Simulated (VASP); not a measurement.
# Re (P6_3/mmc) in VASP: notebook

The runs below take Re through single point, with PBE.

Program: VASP 6.6.1. These are calculated values, not measurements. Logs are shortened: lines on timing, memory, paths and dates and some standing lists are left out, and cuts for length are marked.

## (1) The cell of the first run

The structure is hexagonal, space group P6_3/mmc (No. 194). The conventional cell has a = 2.867 Å, b = 2.867 Å, c = 5.022 Å, α = 90.00°, β = 90.00°, γ = 120.00°. Re (site symmetry -6m2) has 12 Re at 2.87 to 3.01 Å within 3.8 Å.

## (2) Single point, PBE

Input file INCAR:

```
  ALGO = Normal
  EDIFF = 1E-6
  ENCUT = 520
  GGA = PE
  ISIF = 2
  ISMEAR = 0
  LASPH = T
  LCHARG = F
  LREAL = F
  LWAVE = F
  NBANDS = 14
  NELM = 100
  PREC = Accurate
  SIGMA = 0.15
```

Input file KPOINTS:

```
k-points
0
Gamma
  18 18 10
```

Input file POSCAR:

```
Re
1.0
    2.8673000000      0.0000000000      0.0000000000
   -1.4336500000      2.4831546403      0.0000000000
    0.0000000000      0.0000000000      5.0223000000
Re
2
Direct
    0.3333333333      0.6666666667      0.2500000000
    0.6666666667      0.3333333333      0.7500000000
```

Potentials or basis: VASP PAW PBE potentials, release 64 (Re).

Started as:

```console
$ cat potpaw_PBE.64/Re/POTCAR > POTCAR
$ mpirun -np 1 vasp_std > vasp.out
```

OUTCAR:

```text
EDIFF = 1E-6
   ENCUT = 520
   GGA = PE
   ISIF = 2
   ISMEAR = 0
   LASPH = T
   LREAL = F
   NELM = 100
   PREC = Accurate

 ion  position               nearest neighbor table
   1  0.333  0.667  0.250-   2 3.01   2 3.01   2 3.01   2 3.01   2 3.01   2 3.01
   2  0.667  0.333  0.750-   1 3.01   1 3.01   1 3.01   1 3.01   1 3.01   1 3.01

  LATTYP: Found a hexagonal cell.
 ALAT       =     2.8673000000
 C/A-ratio  =     1.7515781397

  Lattice vectors:

 A1 = (   2.8673000000,   0.0000000000,   0.0000000000)
 A2 = (  -1.4336500000,   2.4831546403,   0.0000000000)
 A3 = (   0.0000000000,   0.0000000000,   5.0223000000)

Analysis of symmetry for initial positions (statically):
=====================================================================
 Subroutine PRICEL returns:
 Original cell was already a primitive cell.

 Routine SETGRP: Setting up the symmetry group for a
 hexagonal supercell.

 Subroutine GETGRP returns: Found 24 space group operations
 (whereof 12 operations were pure point group operations)
 out of a pool of 24 trial point group operations.

The static configuration has the point symmetry D_3d.
 The point group associated with its full space group is D_6h.

Analysis of symmetry for dynamics (positions and initial velocities):
=====================================================================
 Subroutine PRICEL returns:
 Original cell was already a primitive cell.

 Routine SETGRP: Setting up the symmetry group for a
 hexagonal supercell.

 Subroutine GETGRP returns: Found 24 space group operations
 (whereof 12 operations were pure point group operations)
 out of a pool of 24 trial point group operations.

The dynamic configuration has the point symmetry D_3d.
 The point group associated with its full space group is D_6h.

 Subroutine INISYM returns: Found 24 space group operations
 (whereof 12 operations are pure point group operations),
 and found     1 'primitive' translations

----------------------------------------------------------------------------------------

                                     Primitive cell

  volume of cell :      35.7585

  direct lattice vectors                    reciprocal lattice vectors
     2.867300000  0.000000000  0.000000000     0.348760158  0.201356771  0.000000000
    -1.433650000  2.483154640  0.000000000     0.000000000  0.402713542  0.000000000
     0.000000000  0.000000000  5.022300000     0.000000000  0.000000000  0.199111961

  length of vectors
     2.867300000  2.867300000  5.022300000     0.402713542  0.402713542  0.199111961

  position of ions in fractional coordinates (direct lattice)
     0.333333333  0.666666667  0.250000000
     0.666666667  0.333333333  0.750000000

  ion indices of the primitive-cell ions
   primitive index   ion index
                 1           1
                 2           2

----------------------------------------------------------------------------------------

 KPOINTS: k-points

Automatic generation of k-mesh.
 Grid dimensions read from file:
 generate k-points for:   18   18   10

 Generating k-lattice:

  Cartesian coordinates                     Fractional coordinates (reciprocal lattice)
     0.019375564  0.011186487  0.000000000     0.055555556  0.000000000  0.000000000
     0.000000000  0.022372975  0.000000000     0.000000000  0.055555556  0.000000000
     0.000000000  0.000000000  0.019911196     0.000000000  0.000000000  0.100000000

  Length of vectors
     0.022372975  0.022372975  0.019911196

  Shift w.r.t. Gamma in fractional coordinates (k-lattice)
     0.000000000  0.000000000  0.000000000

 Subroutine IBZKPT returns following result:
 ===========================================

 Found    222 irreducible k-points:

 Following reciprocal coordinates:
            Coordinates               Weight
  0.000000  0.000000  0.000000      1.000000
  0.055556 -0.000000  0.000000      6.000000
  0.111111 -0.000000  0.000000      6.000000
  0.166667  0.000000  0.000000      6.000000
  0.222222  0.000000  0.000000      6.000000
  0.277778  0.000000  0.000000      6.000000
[... 16 lines left out ...]
  0.333333  0.111111  0.000000     12.000000
  0.388889  0.111111  0.000000     12.000000
 [... further k-points ...]
   k-points           NKPTS =    222   k-points in BZ     NKDIM =    222   number of bands    NBANDS=     14
   number of dos      NEDOS =    301   number of ions     NIONS =      2
   total plane-waves  NPLWV =  23040
   dimension x,y,z NGX =    24 NGY =   24 NGZ =   40
   dimension x,y,z NGXF=    48 NGYF=   48 NGZF=   80
   ions per type =               2
   NGX,Y,Z   is equivalent  to a cutoff of  13.92, 13.92, 13.24 a.u.
   NGXF,Y,Z  is equivalent  to a cutoff of  27.83, 27.83, 26.48 a.u.
 SYSTEM =  unknown system
   PREC   = accura    normal or accurate (medium, high low for compatibility)
   ISTART =      0    job   : 0-new  1-cont  2-samecut
   ICHARG =      2    charge: 1-file 2-atom 10-const
   ISPIN  =      1    spin polarized calculation?
   LNONCOLLINEAR =      F non collinear calculations
   LSORBIT =      F    spin-orbit coupling
   LASPH  =      T    aspherical Exc in radial PAW
   ENCUT  =  520.0 eV  38.22 Ry    6.18 a.u.   5.33  5.33  9.34*2*pi/ulx,y,z
   NELM   =    100;   NELMIN=  2; NELMDL= -5     # of ELM steps
   EDIFF  = 0.1E-05   stopping-criterion for ELM
   LREAL  =      F    real-space projection
[... 7 lines left out ...]
   TEBEG  =    0.0;   TEEND  =   0.0 temperature during run
   PSTRESS=    0.0 pullay stress
   NELECT =      14.0000    total number of electrons
   NUPDOWN=      -1.0000    fix difference up-down
   EMIN   =  10.00;   EMAX   =-10.00  energy-range for DOS
   EFERMI =   0.00;   METHOD = LEGACY
   ISMEAR =     0;   SIGMA  =   0.15  broadening in eV -4-tet -1-fermi 0-gaus
   EFERMI_NEDOS =   21; number of points for ismear=-14 and -15
   IALGO  =     38    algorithm
   IMIX   =      4    mixing-type and parameters
     AMIX     =   0.40;   BMIX     =  1.00
     AMIX_MAG =   1.60;   BMIX_MAG =  1.00
  volume/ion in A,a.u.               =      17.88       120.66
  Fermi-wavevector in a.u.,A,eV,Ry     =   1.197635  2.263201 19.515225  1.434329
  Thomas-Fermi vector in A             =   2.333544
   LORBIT       =      0    0 simple, 1 ext, 2 COOP (PROOUT), +10 PAW based schemes
   GGA     = PE    functional components
   LHFCALC =     F    Hartree Fock is set to
   AEXX    =    0.0000 exact exchange contribution
   IVDW    =     0    specifies the selected vdW correction
   LEPSILON=     F    determine dielectric tensor
   LRPA    =     F    only Hartree local field effects (RPA)
 non-spin polarized calculation
 Gauss-broadening in eV      SIGMA  =   0.15
  energy-cutoff  :      520.00
  volume of cell :       35.76
 maximum number of plane-waves:       991
 NGX is ok and might be reduce to    24
   NGX = 11   NGY = 11   NGZ = 19

 number of electron      13.9999999 magnetization

 Free energy of the ion-electron system (eV)
  ---------------------------------------------------
  ext. energy  EPLUGINS =         0.00000000
  ---------------------------------------------------
  free energy    TOTEN  =       -23.78211329 eV

  energy without entropy =      -23.75620630  energy(sigma->0) =      -23.76915979

 E-fermi :   5.7906     XC(G=0): -12.6720

 val. band max:        5.7903074145   @ k =   0.3333   0.2222   0.5000
 cond. band min:       5.7949742588   @ k =   0.1667   0.0000   0.1000
 fundamental gap:      0.0046668443
 Fermi energy:         5.7906302456

 k-point     1 :       0.0000    0.0000    0.0000
  band No.  band energies     occupation
      1      -2.8687      2.00000
      2       0.1121      2.00000
      3       3.7548      2.00000
      4       4.6185      2.00000
      5       4.6185      2.00000
      6       5.0642      2.00000
      7       5.0642      2.00000
      8       5.3804      1.99989
      9       6.3819      0.00000
     10       6.3819      0.00000
     11       8.2148      0.00000
     12       8.2148      0.00000
     13      12.3345      0.00000
     14      19.9630      0.00000

 k-point     2 :       0.0556   -0.0000    0.0000
  band No.  band energies     occupation
      1      -2.7592      2.00000
      2       0.2238      2.00000
      3       3.7680      2.00000
      4       4.5746      2.00000
      5       4.7157      2.00000
      6       4.9849      2.00000
      7       5.1112      2.00000
      8       5.1578      2.00000
      9       6.2620      0.00001
     10       6.3096      0.00000
     11       8.2457      0.00000
     12       8.5846      0.00000
     13      12.3143      0.00000
     14      20.2139      0.00000

 k-point     3 :       0.1111   -0.0000    0.0000
  band No.  band energies     occupation
      1      -2.4386      2.00000
      2       0.5419      2.00000
      3       3.7389      2.00000
      4       4.5116      2.00000
      5       4.5123      2.00000
      6       4.8080      2.00000
      7       5.0030      2.00000
      8       5.4339      1.99923
      9       5.9973      0.05141
     10       6.1184      0.00200
     11       8.3182      0.00000
     12       9.4075      0.00000
     13      12.2502      0.00000
     14      20.7338      0.00000

 k-point     4 :       0.1667    0.0000    0.0000
  band No.  band energies     occupation
      1      -1.9324      2.00000
      2       1.0020      2.00000
      3       3.5849      2.00000
      4       3.8392      2.00000
      5       4.3311      2.00000
      6       4.8889      2.00000
      7       5.4691      1.99757
      8       5.6552      1.79820
      9       5.8603      0.51119
     10       5.8789      0.40509
     11       8.3960      0.00000
     12      10.3989      0.00000
     13      12.1411      0.00000
     14      20.8818      0.00000

 k-point     5 :       0.2222    0.0000    0.0000
  band No.  band energies     occupation
      1      -1.2879      2.00000
      2       1.4406      2.00000
      3       3.2040      2.00000
      4       3.4772      2.00000
      5       4.0367      2.00000
      6       5.2805      2.00000
      7       5.3297      1.99999
      8       5.5819      1.95097
      9       6.0922      0.00446
     10       6.4683      0.00000
     11       8.4559      0.00000
[... 276 lines left out ...]
 k-point    22 :       0.2778    0.1111    0.0000
  band No.  band energies     occupation
      1       0.3856      2.00000
      2       1.8374      2.00000
      3       2.2143      2.00000
      4       3.3867      2.00000
      5       4.2281      2.00000
      6       4.3256      2.00000
      7       5.1276      2.00000
      8       6.3034      0.00000
      9       7.9236      0.00000
     10       8.2551      0.00000
     11       8.6268      0.00000
     12      12.1602      0.00000
     13      13.9701      0.00000
     14      15.9241      0.00000

 k-point    23 :       0.3333    0.1111    0.0000
  band No.  band energies     occupation
      1       0.8864      2.00000
      2       1.6290      2.00000
      3       1.9280      2.00000
      4       3.6163      2.00000
      5       4.1974      2.00000
      6       4.6257      2.00000
      7       4.8340      2.00000
      8       7.1336      0.00000
      9       8.2305      0.00000
     10       8.4358      0.00000
     11       9.5014      0.00000
     12      12.7036      0.00000
     13      14.2316      0.00000
     14      14.8578      0.00000

 k-point    24 :       0.3889    0.1111    0.0000
  band No.  band energies     occupation
      1       1.1532      2.00000
      2       1.4681      2.00000
      3       1.7517      2.00000
      4       3.9504      2.00000
      5       4.1505      2.00000
      6       4.6151      2.00000
      7       4.8393      2.00000
      8       7.9785      0.00000
      9       8.2121      0.00000
     10       8.7103      0.00000
     11      10.2999      0.00000
     12      12.6827      0.00000
     13      13.6750      0.00000
     14      15.5128      0.00000

 [... further k-points ...]
[... 5 lines left out ...]
  --------------------------------------------------------------------------------------
  -------------------------------------------------------------------------------------
  Total       -8.1352821     -8.1352821    -12.2255500      0.0000000     -0.0000000      0.0000000
  in kB     -364.5051308   -364.5051308   -547.7715054      0.0000000     -0.0000000      0.0000000
  external PRESSURE =    -425.5939223 kB  Pullay stress =       0.0000000 kB

 VOLUME and BASIS-vectors are now :
 -----------------------------------------------------------------------------
  energy-cutoff  :      520.00
  volume of cell :       35.76
      direct lattice vectors                 reciprocal lattice vectors
     2.867300000  0.000000000  0.000000000     0.348760158  0.201356771  0.000000000
    -1.433650000  2.483154640  0.000000000     0.000000000  0.402713542  0.000000000
     0.000000000  0.000000000  5.022300000     0.000000000  0.000000000  0.199111961

 POSITION                                       TOTAL-FORCE (eV/Angst)
 -----------------------------------------------------------------------------------
     -0.00000      1.65544      1.25558        -0.000000      0.000000      0.000000
      1.43365      0.82772      3.76673         0.000000     -0.000000      0.000000
 -----------------------------------------------------------------------------------
    total drift:                               -0.000000      0.000000     -0.000000

  FREE ENERGIE OF THE ION-ELECTRON SYSTEM (eV)
  ---------------------------------------------------
  free  energy   TOTEN  =       -23.7821132871 eV

  energy  without entropy=      -23.7562062981  energy(sigma->0) =      -23.76915979
```

It took 91 s on 1 thread of Intel Xeon Platinum 8259CL at 2.50GHz (Skylake/Cascade Lake), shared host; peak memory 0.23 GiB.

Results:

```yaml
Free_energy: -23.7821 eV
Pressure: -42.6 GPa
Band_gap_on_the_k_mesh: zero (bands 7 and 8 overlap by 2.21 eV)
```

Stress tensor (GPa, compression positive):
```
-36.45   0.00   0.00
  0.00 -36.45   0.00
  0.00   0.00 -54.78
```

Levels at points of the mesh, in eV from the Fermi level:
| k point | band 3 | band 4 | band 5 | band 6 | band 7 | band 8 | band 9 | band 10 | band 11 | band 12 |
| --- | --- | --- | --- | --- | --- | --- | --- | --- | --- | --- |
| (0.00, 0.00, 0.00) | -2.04 | -1.17 | -1.17 | -0.73 | -0.73 | -0.41 | 0.59 | 0.59 | 2.42 | 2.42 |
| (0.50, 0.00, 0.00) | -4.19 | -1.63 | -1.38 | -1.03 | -1.02 | 2.71 | 3.35 | 3.59 | 4.48 | 5.44 |
| (0.00, 0.00, 0.50) | -2.36 | -2.36 | -1.16 | -1.16 | -1.16 | -1.16 | 1.79 | 1.79 | 1.79 | 1.79 |
| (0.50, 0.00, 0.50) | -3.46 | -3.46 | 0.48 | 0.48 | 0.61 | 0.61 | 3.33 | 3.33 | 3.48 | 3.48 |

Caveat: the stress differs along the axes, from -55 to -36 GPa; spin-orbit coupling is left out, which moves the levels of the heavy elements.

## (3) Single point, PBE

This run uses another cell than the first one, of 18.46 Å³/atom.

Input file INCAR:

```
SYSTEM = Re
PREC     = Accurate       ! precision mode
ENCUT    = 520            ! plane-wave cutoff, eV
EDIFF    = 1E-6           ! SCF threshold, eV
ISMEAR   = 0              ! smearing method
SIGMA    = 0.15           ! smearing width, eV
LREAL    = .False.        ! projectors in reciprocal space
LASPH    = .True.         ! aspherical terms in the spheres
NELM     = 80             ! most SCF steps
ALGO     = Normal         ! electronic algorithm
ISIF     = 2              ! what is computed and relaxed
LWAVE    = .False.        ! write WAVECAR
LCHARG   = .True.         ! write CHGCAR
GGA      = PE             ! functional
LELF     = .True.         ! ELF
LVHAR    = .True.       
NBANDS   = 14             ! bands
```

Input file KPOINTS:

```
Automatic mesh
0
Gamma
  18 18 10
  0 0 0
```

Input file POSCAR:

```
Re
1.0
    2.9136000000      0.0000000000      0.0000000000
   -1.4568000000      2.5232516165      0.0000000000
    0.0000000000      0.0000000000      5.0223000000
Re
2
Direct
    0.3333333333      0.6666666667      0.2500000000
    0.6666666667      0.3333333333      0.7500000000
```

Potentials or basis: VASP PAW PBE potentials, release 64 (Re).

Started as:

```console
$ cat potpaw_PBE.64/Re/POTCAR > POTCAR
$ mpirun -np 1 vasp_std > vasp.out
```

Wall time 1.7 min (1 thread of Intel Xeon Platinum 8259CL at 2.50GHz (Skylake/Cascade Lake), shared host); peak memory 0.24 GiB.

Results (log left out):

```
Free energy            : -23.4935 eV
Pressure               : -47.3 GPa
Band gap on the k mesh : zero (bands 7 and 8 overlap by 2.11 eV)
```

Stress tensor (GPa, compression positive):
```
-42.93   0.00   0.00
  0.00 -42.93   0.00
  0.00   0.00 -55.97
```

Levels at points of the mesh, in eV from the Fermi level:
| k point | band 3 | band 4 | band 5 | band 6 | band 7 | band 8 | band 9 | band 10 | band 11 | band 12 |
| --- | --- | --- | --- | --- | --- | --- | --- | --- | --- | --- |
| (0.00, 0.00, 0.00) | -1.78 | -1.11 | -1.11 | -0.66 | -0.66 | -0.24 | 0.48 | 0.48 | 2.32 | 2.32 |
| (0.50, 0.00, 0.00) | -3.95 | -1.45 | -1.37 | -1.04 | -0.90 | 2.66 | 3.09 | 3.35 | 4.30 | 5.25 |
| (0.00, 0.00, 0.50) | -2.16 | -2.16 | -1.12 | -1.12 | -1.12 | -1.12 | 1.71 | 1.71 | 1.71 | 1.71 |
| (0.50, 0.00, 0.50) | -3.23 | -3.23 | 0.43 | 0.43 | 0.60 | 0.60 | 3.24 | 3.24 | 3.25 | 3.25 |

Caveat: the stress differs along the axes, from -56 to -43 GPa; spin-orbit coupling is left out, which moves the levels of the heavy elements.
